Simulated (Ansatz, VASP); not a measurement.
**NiO in VASP and in Ansatz**

File INCAR:

```
PREC     = Accurate       # precision mode
ENCUT    = 520            # plane-wave cutoff, eV
EDIFF    = 1E-6           # SCF threshold, eV
ISMEAR   = 0              # smearing method
SIGMA    = 0.1            # smearing width, eV
LREAL    = F              # projectors in reciprocal space
LASPH    = T              # aspherical terms in the spheres
NELM     = 150            # most SCF steps
ALGO     = Normal         # electronic algorithm
ISIF     = 2              # what is computed and relaxed
LWAVE    = F              # write WAVECAR
LCHARG   = F              # write CHGCAR
ISPIN    = 2              # spin polarisation
MAGMOM   = 1.14 0.2       # initial moments
LORBIT   = 11             # projections on sites
LMAXMIX  = 4              # l up to which the mixer works
GGA      = PS             # functional
NBANDS   = 19             # bands
```

File KPOINTS:

```
Automatic mesh
0
Gamma
  18 18 18
```

The input POSCAR:

```
NiO
1.0
    0.0000000000      2.0160427963      2.0160427963
    2.0160427963      0.0000000000      2.0160427963
    2.0160427963      2.0160427963      0.0000000000
Ni O
1 1
Direct
    0.0000000000      0.0000000000      0.0000000000
    0.5000000000      0.5000000000      0.5000000000
```

Input for Ansatz:

```yaml
crystal:
  lattice:
    - [0.0, 2.0160427963, 2.0160427963]
    - [2.0160427963, 0.0, 2.0160427963]
    - [2.0160427963, 2.0160427963, 0.0]
  atoms:
    - { symbol: Ni, position: [0.0, 0.0, 0.0], spin: 1.14 }
    - { symbol: O, position: [0.5, 0.5, 0.5], spin: 0.2 }
basis:
  ecutwfc: 420
kpoints:
  mp_grid: { grid: [18, 18, 18] }
hamiltonian:
  xc: pbesol
scf:
  occupations: { method: gaussian, width: 0.1 }
output:
  forces: true
  stress: true
  eigenvalues: true
  populations: true
magnetization:
  spin_polarized: true
```

Alike in both runs: task single point; functional PBEsol; k mesh 18 × 18 × 18; occupations gaussian, width 0.1 eV; collinear spin.

|  | VASP | Ansatz |
| --- | --- | --- |
| version | VASP 6.6.1 | Ansatz 0.2.0 |
| potentials or method | VASP PAW PBE potentials, release 64 (Ni, O), cutoff 520 eV | scalar-relativistic, plane waves, PAW |
| valence electrons in the cell | 16 | 24 |

```csv
,VASP,Ansatz,Ansatz less VASP
gap on the k mesh at the Fermi level (eV),none,none,-
pressure (GPa),13.4,11.9,-1.53
net moment per atom (μB),0.35,0.11,-0.238
size of the moment on the site where the two differ most (μB),0.58,0.18,-0.405
```

The net moments are unlike, so the other rows may belong to different states. VASP's potentials were made for PBE, not for PBEsol. Site moments also hang on the region over which each program counts them. A gap of «none» marks a metal or a gap that the smearing closes. VASP's potentials hold 16 valence electrons a cell and Ansatz's 24, so a difference there can come from the potentials and not from the codes.
